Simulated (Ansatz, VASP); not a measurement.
# HfO2 in VASP and in Ansatz

```
Hf O
1.0
     0.20353    2.58488    2.58488
     2.58488    0.20353    2.58488
     2.58488    2.58488    0.20353
Hf O
1 2
Direct
  0.00000 0.00000 0.00000
  0.25000 0.25000 0.25000
  0.75000 0.75000 0.75000
```

Alike in both runs: task single point; functional PBE; k mesh 8 × 8 × 8; occupations gaussian, width 0.05 eV; no spin polarisation.

```csv
,VASP,Ansatz
version,VASP 6.6.1,Ansatz 0.2.0
potentials or method,"VASP PAW PBE potentials, release 64 (Hf_pv, O), cutoff 520 eV","scalar-relativistic, plane waves, PAW"
valence electrons in the cell,22,38
```

```csv
,VASP,Ansatz,Ansatz less VASP
gap on the k mesh at the Fermi level (eV),4.11,4.07,-0.039
least direct gap on the mesh (eV),4.11,4.07,-0.039
pressure (GPa),24.8,29.2,+4.43
"traceless stress, the component that is largest in VASP (GPa)",-7.57,-7.89,-0.314
rms of the force components (eV/Å),0.474,0.517,+0.0429
```

Atom by atom the forces differ by 0.043 eV/Å (rms over components). The functional is the same, so the differences come from potentials, cutoffs and numerics. VASP's potentials hold 22 valence electrons a cell and Ansatz's 38, so a difference there can come from the potentials and not from the codes.

Neither program's run includes spin-orbit coupling.
